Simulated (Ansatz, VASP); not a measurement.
## Cl: VASP beside Ansatz

Contents of POSCAR:

```
Cl
1.0
    3.1252371057     -2.0072452166      0.0000000000
    3.1252371057      2.0072452166      0.0000000000
    0.0000000000      0.0000000000      8.1465598679
Cl
4
Direct
    0.8756350467      0.1243649533      0.6074783337
    0.1243649533      0.8756350467      0.3925216663
    0.6243649533      0.3756350467      0.1074783337
    0.3756350467      0.6243649533      0.8925216663
```

The input INCAR.step1:

```
PREC = Accurate
ENCUT = 520
EDIFF = 1E-5
ISMEAR = 0
SIGMA = 0.01
LREAL = False
LASPH = True
NELM = 60
ALGO = Normal
ISIF = 2
LWAVE = True
LCHARG = False
GGA = PE
NBANDS = 22
```

Contents of INCAR.step2:

```
PREC = Accurate
ENCUT = 520
EDIFF = 1E-6
ISMEAR = 0
SIGMA = 0.01
LREAL = False
LASPH = True
NELM = 60
ALGO = Normal
ISIF = 2
LWAVE = False
LCHARG = False
GGA = PE
LHFCALC = True
HFSCREEN = 0.2079
PRECFOCK = Normal
ISTART = 1
NBANDS = 22
```

The input KPOINTS:

```
Automatic mesh
0
Gamma
  4 4 2
```

Input for Ansatz:

```yaml
crystal:
  lattice:
    - [3.1252371057, -2.0072452166, 0.0]
    - [3.1252371057, 2.0072452166, 0.0]
    - [0.0, 0.0, 8.1465598679]
  atoms:
    - { symbol: Cl, position: [0.8756350467, 0.1243649533, 0.6074783337] }
    - { symbol: Cl, position: [0.1243649533, 0.8756350467, 0.3925216663] }
    - { symbol: Cl, position: [0.6243649533, 0.3756350467, 0.1074783337] }
    - { symbol: Cl, position: [0.3756350467, 0.6243649533, 0.8925216663] }
kpoints:
  mp_grid: { grid: [4, 4, 2] }
hamiltonian:
  xc: hse06
scf:
  occupations: { method: fixed }
  n_extra_bands: 5
output:
  forces: true
  stress: true
  eigenvalues: true
```

Alike in both runs: task single point; functional HSE06; k mesh 4 × 4 × 2; no spin polarisation.

|  | VASP | Ansatz |
| --- | --- | --- |
| version | VASP 6.6.1 | Ansatz 0.2.0 |
| potentials or method | VASP PAW PBE potentials, release 64 (Cl) | plane waves, PAW |
| plane-wave cutoff (eV) | 520 | 420 |
| occupations | gaussian, width 0.01 eV | fixed |
| valence electrons in the cell | 28 | 28 |

|  | VASP | Ansatz | Ansatz less VASP |
| --- | --- | --- | --- |
| gap on the k mesh at the Fermi level (eV) | 3.84 | 3.80 | -0.044 |
| pressure (GPa) | 0.4 | 1.0 | +0.54 |
| traceless stress, the component that is largest in VASP (GPa) | -2.00 | -1.40 | +0.600 |
| rms of the force components (eV/Å) | 0.449 | 0.314 | -0.1351 |

Atom by atom the forces differ by 0.135 eV/Å (rms over components). Ansatz's warnings: stress exchange threshold loose, stress scf threshold loose.

The k mesh is coarse, so the values compare programs but aren't converged.
